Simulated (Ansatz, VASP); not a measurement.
**One calculation of CdF2, two programs**

```
CELL_PARAMETERS angstrom
0.00000 2.95720 2.72949
2.95720 0.00000 2.72949
2.95720 2.95720 0.00000
ATOMIC_POSITIONS crystal
Cd 0.00000 0.00000 0.00000
F 0.25000 0.25000 0.25000
F 0.75000 0.75000 0.75000
```

Alike in both runs: task single point; functional PBE; k mesh 8 × 8 × 8; occupations gaussian, width 0.05 eV; no spin polarisation.

```csv
,VASP,Ansatz
version,VASP 6.6.1,Ansatz 0.2.0
potentials or method,"VASP PAW PBE potentials, release 64 (Cd, F), cutoff 520 eV","scalar-relativistic, plane waves, PAW"
valence electrons in the cell,26,34
```

VASP gave:

| Item | Value |
| --- | --- |
| gap on the k mesh at the Fermi level (eV) | 2.15 |
| least direct gap on the mesh (eV) | 2.51 |
| pressure (GPa) | -9.5 |
| traceless stress, the component that is largest in VASP (GPa) | 4.90 |

Task: What did Ansatz give for the same quantities?

Result: gap on the k mesh at the Fermi level (eV): 2.18; least direct gap on the mesh (eV): 2.54; pressure (GPa): -9.7; traceless stress, the component that is largest in VASP (GPa): 4.94.

VASP's potentials hold 26 valence electrons a cell and Ansatz's 34, so a difference there can come from the potentials and not from the codes.
